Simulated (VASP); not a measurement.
# Li2H (Cmmm) in VASP: further runs

Runs on Li2H. Level: PBE. Tasks: single point, relaxation of cell and atoms.

All numbers are computed with VASP 6.6.1; they aren't measurements. Logs are shortened: lines on timing, memory, paths and dates and some standing lists are left out, and cuts for length are marked.

### 1 The cell of the first run

Symmetry: Cmmm, No. 65, orthorhombic system. The conventional cell has a = 2.799 Å, b = 3.994 Å, c = 5.825 Å, α = 90.00°, β = 90.00°, γ = 90.00°. Li (site symmetry mm2) has 7 Li at 2.12 to 2.80 Å and 4 H at 2.32 to 2.73 Å within 2.8 Å. H (site symmetry mmm) has 8 Li at 2.32 to 2.73 Å and 6 H at 2.44 to 2.80 Å within 3.1 Å.

### 2 Single point, PBE

File INCAR:

```
SYSTEM = Li2H
  PREC = Accurate
  ENCUT = 520
  EDIFF = 1E-6
  ISMEAR = 0
  SIGMA = 0.1
  LREAL = .False.
  LASPH = .True.
  NELM = 60
  ALGO = Normal
  ISIF = 2
  LWAVE = .False.
  LCHARG = .False.
  GGA = PE
  NBANDS = 10
```

File KPOINTS:

```
Automatic mesh
0
Gamma
  8 8 4
  0 0 0
```

File POSCAR:

```
Li2H
1.0
    1.3993530900     -1.9969748600      0.0000000000
    1.3993530900      1.9969748600      0.0000000000
    0.0000000000      0.0000000000      5.8248523500
Li H
2 1
Direct
    0.0000000000      0.0000000000      0.6816860700
    0.0000000000      0.0000000000      0.3183139300
    0.5000000000      0.5000000000      0.0000000000
```

Potentials or basis: VASP PAW PBE potentials, release 64 (Li_sv, H).

Launch:

```bash
> cat potpaw_PBE.64/Li_sv/POTCAR potpaw_PBE.64/H/POTCAR > POTCAR
> mpirun -np 1 vasp_std > vasp.out
```

OUTCAR:

```text
SYSTEM = Li2H
   PREC = Accurate
   ENCUT = 520
   EDIFF = 1E-6
   ISMEAR = 0
   LREAL = .False.
   LASPH = .True.
   NELM = 60
   ISIF = 2
   GGA = PE

 ion  position               nearest neighbor table
   1  0.000  0.000  0.682-   2 2.12
   2  0.000  0.000  0.318-   1 2.12
   3  0.500  0.500  0.000-

  LATTYP: Found a base centered orthorhombic cell.
 ALAT       =     2.7987061800
 B/A-ratio  =     1.4270700328
 C/A-ratio  =     2.0812661192

  Lattice vectors:

 A1 = (   1.3993530900,  -1.9969748600,   0.0000000000)
 A2 = (   1.3993530900,   1.9969748600,   0.0000000000)
 A3 = (   0.0000000000,   0.0000000000,   5.8248523500)

Analysis of symmetry for initial positions (statically):
=====================================================================
 Subroutine PRICEL returns:
 Original cell was already a primitive cell.

 Routine SETGRP: Setting up the symmetry group for a
 base centered orthorhombic supercell.

 Subroutine GETGRP returns: Found  8 space group operations
 (whereof  8 operations were pure point group operations)
 out of a pool of  8 trial point group operations.

The static configuration has the point symmetry D_2h.

Analysis of symmetry for dynamics (positions and initial velocities):
=====================================================================
 Subroutine PRICEL returns:
 Original cell was already a primitive cell.

 Routine SETGRP: Setting up the symmetry group for a
 base centered orthorhombic supercell.

 Subroutine GETGRP returns: Found  8 space group operations
 (whereof  8 operations were pure point group operations)
 out of a pool of  8 trial point group operations.

The dynamic configuration has the point symmetry D_2h.

 Subroutine INISYM returns: Found  8 space group operations
 (whereof  8 operations are pure point group operations),
 and found     1 'primitive' translations

----------------------------------------------------------------------------------------

                                     Primitive cell

  volume of cell :      32.5548

  direct lattice vectors                    reciprocal lattice vectors
     1.399353090 -1.996974860  0.000000000     0.357307961 -0.250378715  0.000000000
     1.399353090  1.996974860  0.000000000     0.357307961  0.250378715  0.000000000
     0.000000000  0.000000000  5.824852350     0.000000000  0.000000000  0.171678171

  length of vectors
     2.438462151  2.438462151  5.824852350     0.436300906  0.436300906  0.171678171

  position of ions in fractional coordinates (direct lattice)
     0.000000000  0.000000000  0.681686070
     0.000000000  0.000000000  0.318313930
     0.500000000  0.500000000  0.000000000

  ion indices of the primitive-cell ions
   primitive index   ion index
                 1           1
                 2           2
                 3           3

----------------------------------------------------------------------------------------

 KPOINTS: Automatic mesh

Automatic generation of k-mesh.
 Grid dimensions read from file:
 generate k-points for:    8    8    4

 Generating k-lattice:

  Cartesian coordinates                     Fractional coordinates (reciprocal lattice)
     0.044663495 -0.031297339  0.000000000     0.125000000 -0.000000000  0.000000000
     0.044663495  0.031297339  0.000000000    -0.000000000  0.125000000  0.000000000
     0.000000000  0.000000000  0.042919543     0.000000000  0.000000000  0.250000000

  Length of vectors
     0.054537613  0.054537613  0.042919543

  Shift w.r.t. Gamma in fractional coordinates (k-lattice)
     0.000000000  0.000000000  0.000000000

 Subroutine IBZKPT returns following result:
 ===========================================

 Found     63 irreducible k-points:

 Following reciprocal coordinates:
            Coordinates               Weight
  0.000000  0.000000  0.000000      1.000000
  0.125000  0.000000  0.000000      4.000000
  0.250000  0.000000  0.000000      4.000000
  0.375000  0.000000  0.000000      4.000000
  0.500000  0.000000  0.000000      2.000000
  0.125000  0.125000  0.000000      2.000000
[... 16 lines left out ...]
  0.125000  0.000000  0.250000      8.000000
  0.250000  0.000000  0.250000      8.000000
 [... further k-points ...]
   k-points           NKPTS =     63   k-points in BZ     NKDIM =     63   number of bands    NBANDS=     10
   number of dos      NEDOS =    301   number of ions     NIONS =      3
   total plane-waves  NPLWV =  15552
   dimension x,y,z NGX =    18 NGY =   18 NGZ =   48
   dimension x,y,z NGXF=    36 NGYF=   36 NGZF=   96
   ions per type =               2   1
   NGX,Y,Z   is equivalent  to a cutoff of  12.27, 12.27, 13.70 a.u.
   NGXF,Y,Z  is equivalent  to a cutoff of  24.54, 24.54, 27.40 a.u.
 SYSTEM =  Li2H
   PREC   = accura    normal or accurate (medium, high low for compatibility)
   ISTART =      0    job   : 0-new  1-cont  2-samecut
   ICHARG =      2    charge: 1-file 2-atom 10-const
   ISPIN  =      1    spin polarized calculation?
   LNONCOLLINEAR =      F non collinear calculations
   LSORBIT =      F    spin-orbit coupling
   LASPH  =      T    aspherical Exc in radial PAW
   ENCUT  =  520.0 eV  38.22 Ry    6.18 a.u.   4.53  4.53 10.83*2*pi/ulx,y,z
   NELM   =     60;   NELMIN=  2; NELMDL= -5     # of ELM steps
   EDIFF  = 0.1E-05   stopping-criterion for ELM
   LREAL  =      F    real-space projection
   EDIFFG = 0.1E-04   stopping-criterion for IOM
   NSW    =      0    number of steps for IOM
   IBRION =     -1    ionic relax: 0-MD 1-quasi-New 2-CG
   NFREE  =      0    steps in history (QN), initial steepest desc. (CG)
   ISIF   =      2    stress and relaxation
   ISYM   =      2    0-nonsym 1-usesym 2-fastsym
   POTIM  = 0.5000    time-step for ionic-motion
   TEBEG  =    0.0;   TEEND  =   0.0 temperature during run
   PSTRESS=    0.0 pullay stress
   NELECT =       7.0000    total number of electrons
   NUPDOWN=      -1.0000    fix difference up-down
   EMIN   =  10.00;   EMAX   =-10.00  energy-range for DOS
   EFERMI =   0.00;   METHOD = LEGACY
   ISMEAR =     0;   SIGMA  =   0.10  broadening in eV -4-tet -1-fermi 0-gaus
   EFERMI_NEDOS =   21; number of points for ismear=-14 and -15
   IALGO  =     38    algorithm
   IMIX   =      4    mixing-type and parameters
     AMIX     =   0.40;   BMIX     =  1.00
     AMIX_MAG =   1.60;   BMIX_MAG =  1.00
  volume/ion in A,a.u.               =      10.85        73.23
  Fermi-wavevector in a.u.,A,eV,Ry     =   0.980775  1.853395 13.087702  0.961919
  Thomas-Fermi vector in A             =   2.111731
   LORBIT       =      0    0 simple, 1 ext, 2 COOP (PROOUT), +10 PAW based schemes
   GGA     = PE    functional components
   LHFCALC =     F    Hartree Fock is set to
   AEXX    =    0.0000 exact exchange contribution
   IVDW    =     0    specifies the selected vdW correction
   LEPSILON=     F    determine dielectric tensor
   LRPA    =     F    only Hartree local field effects (RPA)
 non-spin polarized calculation
 Gauss-broadening in eV      SIGMA  =   0.10
  energy-cutoff  :      520.00
  volume of cell :       32.55
 maximum number of plane-waves:       910
   NGX =  9   NGY =  9   NGZ = 21

 number of electron       7.0000009 magnetization

 Free energy of the ion-electron system (eV)
  ---------------------------------------------------
  ext. energy  EPLUGINS =         0.00000000
  ---------------------------------------------------
  free energy    TOTEN  =        -6.11044976 eV

  energy without entropy =       -6.10761845  energy(sigma->0) =       -6.10903410

 E-fermi :   1.1837     XC(G=0):  -8.1239

 val. band max:        1.1698337160   @ k =   0.5000   0.1250   0.5000
 cond. band min:       1.2024540318   @ k =  -0.3750   0.3750   0.5000
 fundamental gap:      0.0326203158
 Fermi energy:         1.1837293018

 k-point     1 :       0.0000    0.0000    0.0000
  band No.  band energies     occupation
      1     -45.2505      2.00000
      2     -45.1364      2.00000
      3      -4.4610      2.00000
      4      -1.5167      2.00000
      5       1.9760      0.00000
      6       9.8047      0.00000
      7      12.3196      0.00000
      8      17.9921      0.00000
      9      19.5875      0.00000
     10      20.4644      0.00000

 k-point     2 :       0.1250    0.0000    0.0000
  band No.  band energies     occupation
      1     -45.2382      2.00000
      2     -45.1255      2.00000
      3      -4.1145      2.00000
      4      -1.1827      2.00000
      5       2.2095      0.00000
      6       9.8305      0.00000
      7      12.4423      0.00000
      8      14.8848      0.00000
      9      17.9925      0.00000
     10      19.2627      0.00000

 k-point     3 :       0.2500    0.0000    0.0000
  band No.  band energies     occupation
      1     -45.2084      2.00000
      2     -45.0991      2.00000
      3      -3.1247      2.00000
      4      -0.1811      2.00000
      5       2.8697      0.00000
      6       9.3700      0.00000
      7      10.5617      0.00000
      8      12.4306      0.00000
      9      15.8449      0.00000
     10      16.4696      0.00000

 k-point     4 :       0.3750    0.0000    0.0000
  band No.  band energies     occupation
      1     -45.1784      2.00000
      2     -45.0726      2.00000
      3      -1.7303      2.00000
      4       1.4357      0.00037
      5       3.7695      0.00000
      6       6.8512      0.00000
      7       7.6448      0.00000
      8      11.1247      0.00000
      9      15.2025      0.00000
     10      16.4886      0.00000

 k-point     5 :       0.5000    0.0000    0.0000
  band No.  band energies     occupation
      1     -45.1660      2.00000
      2     -45.0617      2.00000
      3      -0.8620      2.00000
      4       2.8203      0.00000
      5       4.2895      0.00000
      6       5.3263      0.00000
      7       5.8053      0.00000
      8      10.1894      0.00000
      9      15.6447      0.00000
     10      17.0749      0.00000

 k-point     6 :       0.1250    0.1250    0.0000
  band No.  band energies     occupation
      1     -45.2222      2.00000
      2     -45.1115      2.00000
      3      -3.5542      2.00000
      4      -0.6100      2.00000
      5       2.5935      0.00000
      6       9.8053      0.00000
      7      12.6995      0.00000
      8      12.8794      0.00000
      9      13.9415      0.00000
     10      16.5316      0.00000
[... 183 lines left out ...]
 k-point    21 :       0.5000    0.5000    0.0000
  band No.  band energies     occupation
      1     -45.1181      2.00000
      2     -45.0178      2.00000
      3       1.7713      0.00000
      4       2.3190      0.00000
      5       6.0973      0.00000
      6       7.4987      0.00000
      7       9.2828      0.00000
      8      10.6487      0.00000
      9      11.0573      0.00000
     10      13.5893      0.00000

 k-point    22 :       0.0000    0.0000    0.2500
  band No.  band energies     occupation
      1     -45.2503      2.00000
      2     -45.1366      2.00000
      3      -4.4040      2.00000
      4      -1.8050      2.00000
      5       2.7034      0.00000
      6       7.8763      0.00000
      7      14.4178      0.00000
      8      18.0998      0.00000
      9      19.6741      0.00000
     10      20.6890      0.00000

 k-point    23 :       0.1250    0.0000    0.2500
  band No.  band energies     occupation
      1     -45.2380      2.00000
      2     -45.1257      2.00000
      3      -4.0478      2.00000
      4      -1.5064      2.00000
      5       2.9846      0.00000
      6       7.9997      0.00000
      7      14.0226      0.00000
      8      15.0708      0.00000
      9      18.1669      0.00000
     10      18.7292      0.00000

 k-point    24 :       0.2500    0.0000    0.2500
  band No.  band energies     occupation
      1     -45.2082      2.00000
      2     -45.0993      2.00000
      3      -3.0258      2.00000
      4      -0.6238      2.00000
      5       3.7773      0.00000
      6       8.2164      0.00000
      7      10.6996      0.00000
      8      11.8403      0.00000
      9      16.9069      0.00000
     10      17.3699      0.00000

 [... further k-points ...]

------------------------ aborting loop because EDIFF is reached ----------------------------------------

  FORCE on cell =-STRESS in cart. coord.  units (eV):
  Direction    XX          YY          ZZ          XY          YZ          ZX
  --------------------------------------------------------------------------------------
  -------------------------------------------------------------------------------------
  Total        2.0424155      2.5584828     -2.1670209      0.0000000      0.0000000      0.0000000
  in kB      100.5170770    125.9152306   -106.6495097      0.0000000      0.0000000      0.0000000
  external PRESSURE =      39.9275993 kB  Pullay stress =       0.0000000 kB

 VOLUME and BASIS-vectors are now :
 -----------------------------------------------------------------------------
  energy-cutoff  :      520.00
  volume of cell :       32.55
      direct lattice vectors                 reciprocal lattice vectors
     1.399353090 -1.996974860  0.000000000     0.357307961 -0.250378715  0.000000000
     1.399353090  1.996974860  0.000000000     0.357307961  0.250378715  0.000000000
     0.000000000  0.000000000  5.824852350     0.000000000  0.000000000  0.171678171

 POSITION                                       TOTAL-FORCE (eV/Angst)
 -----------------------------------------------------------------------------------
      0.00000      0.00000      3.97072        -0.000000      0.000000      2.011239
      0.00000      0.00000      1.85413         0.000000      0.000000     -2.011239
      1.39935      0.00000      0.00000         0.000000      0.000000      0.000000
 -----------------------------------------------------------------------------------
    total drift:                                0.000000      0.000000      0.000000

  FREE ENERGIE OF THE ION-ELECTRON SYSTEM (eV)
  ---------------------------------------------------
  free  energy   TOTEN  =        -6.1104497577 eV

  energy  without entropy=       -6.1076184508  energy(sigma->0) =       -6.10903410
```

It took 7.7 s on 1 thread of Intel Xeon Platinum 8559C (Emerald Rapids), shared host; peak memory 0.14 GiB.

Results:

```
Free energy   : -6.1104 eV
Largest force : 2.011 eV/Å
```

Forces on the atoms (eV/Å):
```
Li   0.000  0.000  2.011
Li   0.000  0.000 -2.011
H    0.000  0.000  0.000
```

Caveat: the cutoff is under 1.25 times the usual one of these potentials, so pressure, stress and relaxed cells hold a basis-set (Pulay) error; forces of over 1 eV/Å act on the atoms, so gaps and moduli don't describe the material at rest.

### 3 Single point, PBE

This run uses another cell than the first one, of 13.23 Å³/atom, 1.219 times its volume.

File INCAR:

```
  ALGO = Normal
  EDIFF = 1E-7
  ENCUT = 520
  GGA = PE
  ISIF = 2
  ISMEAR = 0
  LASPH = T
  LCHARG = F
  LREAL = F
  LWAVE = F
  NBANDS = 10
  NELM = 80
  PREC = Accurate
  SIGMA = 0.1
```

File KPOINTS:

```
k-points
0
Gamma
  8 8 4
```

File POSCAR:

```
Li2H
1.0
    1.3545700709     -2.7603954352      0.0000000000
    1.3545700709      2.7603954352      0.0000000000
    0.0000000000      0.0000000000      5.3056085058
Li H
2 1
Direct
    0.0000000000      0.0000000000      0.7622813398
    0.0000000000      0.0000000000      0.2377186602
    0.5000000000      0.5000000000      0.0000000000
```

Potentials or basis: VASP PAW PBE potentials, release 64 (Li_sv, H).

Launch:

```bash
> cat potpaw_PBE.64/Li_sv/POTCAR potpaw_PBE.64/H/POTCAR > POTCAR
> mpirun -np 1 vasp_std > vasp.out
```

OUTCAR:

```text
EDIFF = 1E-7
   ENCUT = 520
   GGA = PE
   ISIF = 2
   ISMEAR = 0
   LASPH = T
   LREAL = F
   NELM = 80
   PREC = Accurate

 ion  position               nearest neighbor table
   1  0.000  0.000  0.762-   2 2.52
   2  0.000  0.000  0.238-   1 2.52
   3  0.500  0.500  0.000-

  LATTYP: Found a base centered orthorhombic cell.
 ALAT       =     2.7091401418
[... 505 lines left out ...]

------------------------ aborting loop because EDIFF is reached ----------------------------------------

  FORCE on cell =-STRESS in cart. coord.  units (eV):
  Direction    XX          YY          ZZ          XY          YZ          ZX
  --------------------------------------------------------------------------------------
  -------------------------------------------------------------------------------------
  Total        0.0449033     -0.0400064      0.0482522      0.0000000      0.0000000      0.0000000
  in kB        1.8132199     -1.6154807      1.9484509      0.0000000      0.0000000      0.0000000
  external PRESSURE =       0.7153967 kB  Pullay stress =       0.0000000 kB

 VOLUME and BASIS-vectors are now :
 -----------------------------------------------------------------------------
  energy-cutoff  :      520.00
  volume of cell :       39.68
      direct lattice vectors                 reciprocal lattice vectors
     1.354570071 -2.760395435  0.000000000     0.369120809 -0.181133469  0.000000000
     1.354570071  2.760395435  0.000000000     0.369120809  0.181133469  0.000000000
     0.000000000  0.000000000  5.305608506     0.000000000  0.000000000  0.188479794

 POSITION                                       TOTAL-FORCE (eV/Angst)
 -----------------------------------------------------------------------------------
      0.00000      0.00000      4.04437        -0.000000     -0.000000     -0.020266
      0.00000      0.00000      1.26124         0.000000     -0.000000      0.020266
      1.35457      0.00000      0.00000        -0.000000      0.000000      0.000000
 -----------------------------------------------------------------------------------
    total drift:                               -0.000000     -0.000000     -0.000000

  FREE ENERGIE OF THE ION-ELECTRON SYSTEM (eV)
  ---------------------------------------------------
  free  energy   TOTEN  =        -7.6797395978 eV

  energy  without entropy=       -7.6774107283  energy(sigma->0) =       -7.67857516
```

OSZICAR:

```text
N       E                     dE             d eps       ncg     rms          rms(c)
DAV:   1     0.174877731585E+02    0.17488E+02   -0.33433E+03  1260   0.626E+02
DAV:   2    -0.457265600884E+01   -0.22060E+02   -0.21455E+02  1550   0.129E+02
DAV:   3    -0.814015187571E+01   -0.35675E+01   -0.35450E+01  2152   0.376E+01
DAV:   4    -0.820408775732E+01   -0.63936E-01   -0.63892E-01  1684   0.623E+00
DAV:   5    -0.820562216123E+01   -0.15344E-02   -0.15344E-02  1774   0.672E-01    0.342E+00
DAV:   6    -0.779270130481E+01    0.41292E+00   -0.45687E-01  1386   0.221E+00    0.161E+00
DAV:   7    -0.767488633854E+01    0.11781E+00   -0.52251E-01  1476   0.248E+00    0.368E-01
DAV:   8    -0.768061847763E+01   -0.57321E-02   -0.23256E-02  1520   0.713E-01    0.161E-01
DAV:   9    -0.767974256022E+01    0.87592E-03   -0.51483E-03  1518   0.261E-01    0.176E-02
DAV:  10    -0.767976620635E+01   -0.23646E-04   -0.16032E-04  1712   0.703E-02    0.251E-02
DAV:  11    -0.767973906084E+01    0.27146E-04   -0.10620E-04  1458   0.355E-02    0.211E-03
DAV:  12    -0.767973944815E+01   -0.38731E-06   -0.21896E-06  1566   0.101E-02    0.876E-04
DAV:  13    -0.767973956021E+01   -0.11207E-06   -0.43416E-08  1408   0.166E-03    0.260E-04
DAV:  14    -0.767973959776E+01   -0.37550E-07   -0.70502E-09   810   0.485E-04
   1 F= -.76797396E+01 E0= -.76785752E+01  d E =-.232887E-02
```

Wall time 9.5 s (1 thread of Intel Xeon Platinum 8559C (Emerald Rapids), shared host); peak memory 0.16 GiB.

What came out:

```
Free energy   : -7.6797 eV
Largest force : 0.020 eV/Å
```

Forces in eV/Å, atoms in the order of the input:
```
Li   0.000  0.000 -0.020
Li   0.000  0.000  0.020
H    0.000  0.000  0.000
```

Caveat: the cutoff is under 1.25 times the usual one of these potentials, so pressure, stress and relaxed cells hold a basis-set (Pulay) error.

(Part 1 of 2 ends here.)
